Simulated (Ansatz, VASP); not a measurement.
## AlN: VASP beside Ansatz

```
Al N
1.0
     0.00000    1.96900    1.96900
     1.96900    0.00000    1.96900
     1.96900    1.96900    0.00000
Al N
1 1
Cartesian
  0.0000 0.0000 0.0000
  1.9690 1.9690 1.9690
```

Alike in both runs: functional PBE; k mesh 12 × 12 × 12; occupations fermi-dirac, width 0.02 eV; no spin polarisation.

Ansatz relaxed the structure, and its values are those at the end. VASP's run is a single point on that final structure, the one shown.

|  | VASP | Ansatz |
| --- | --- | --- |
| version | VASP 6.6.1 | Ansatz 0.2.0 |
| potentials or method | VASP PAW PBE potentials, release 64 (Al, N) | plane-wave PAW, scalar-relativistic |
| plane-wave cutoff (eV) | 600 | 420 |
| valence electrons in the cell | 8 | 8 |

Ansatz gave:

- gap on the k mesh at the Fermi level (eV): 5.14

Problem. Which values does VASP return?

Solution. gap on the k mesh at the Fermi level (eV): 5.16.

Ansatz's warnings: stress scf threshold loose.
